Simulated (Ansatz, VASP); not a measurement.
# Two plane-wave programs on ReS

File POSCAR:

```
ReS
1.0
    0.0000000000      2.4331075965      2.4331075965
    2.4331075965      0.0000000000      2.4331075965
    2.4331075965      2.4331075965      0.0000000000
Re S
1 1
Direct
    0.0000000000      0.0000000000      0.0000000000
    0.5000000000      0.5000000000      0.5000000000
```

INCAR.step1

```
  PREC = Accurate
  ENCUT = 520
  ISMEAR = 0
  SIGMA = 0.1
  LREAL = F
  LASPH = T
  NELM = 60
  NBANDS = 14
  GGA = PE
  ALGO = Normal
  EDIFF = 1E-4
  LWAVE = T
  LCHARG = F
```

Contents of INCAR.step2:

```
  PREC = Accurate
  ENCUT = 520
  EDIFF = 1E-6
  ISMEAR = 0
  SIGMA = 0.1
  LREAL = F
  LASPH = T
  NELM = 60
  ALGO = Normal
  ISIF = 2
  LWAVE = F
  LCHARG = F
  METAGGA = R2SCAN
  LMIXTAU = T
  NBANDS = 14
  ISTART = 1
```

The input KPOINTS:

```
Automatic mesh
0
Gamma
  14 14 14
```

Input for Ansatz:

```yaml
crystal:
  lattice:
    - [0.0, 2.4331075965, 2.4331075965]
    - [2.4331075965, 0.0, 2.4331075965]
    - [2.4331075965, 2.4331075965, 0.0]
  atoms:
    - { symbol: Re, position: [0.0, 0.0, 0.0] }
    - { symbol: S, position: [0.5, 0.5, 0.5] }
basis:
  ecutwfc: 500
kpoints:
  mp_grid: { grid: [14, 14, 14] }
hamiltonian:
  xc: r2scan
scf:
  occupations: { method: gaussian, width: 0.1 }
  lower_state_search: "off"
output:
  forces: true
  stress: true
  eigenvalues: true
  write_density: true
  write_potential: true
  elf: true
  volumetric_format: npy
```

Alike in both runs: task single point; functional r2SCAN; k mesh 14 × 14 × 14; occupations gaussian, width 0.1 eV; no spin polarisation.

```csv
,VASP,Ansatz
version,VASP 6.6.1,Ansatz 0.2.0
potentials or method,"VASP PAW PBE potentials, release 64 (Re, S), cutoff 520 eV","scalar-relativistic, plane waves, PAW"
valence electrons in the cell,13,21
```

|  | VASP | Ansatz | Ansatz less VASP |
| --- | --- | --- | --- |
| gap on the k mesh at the Fermi level (eV) | none | none | - |
| pressure (GPa) | 6.9 | 5.0 | -1.87 |

VASP's potentials were made for PBE, not for r2SCAN. A gap of «none» marks a metal or a gap that the smearing closes. With one functional, cell and mesh, what is left measures potentials, basis and numerics. VASP's potentials hold 13 valence electrons a cell and Ansatz's 21, so a difference there can come from the potentials and not from the codes.

Neither program's run includes spin-orbit coupling.
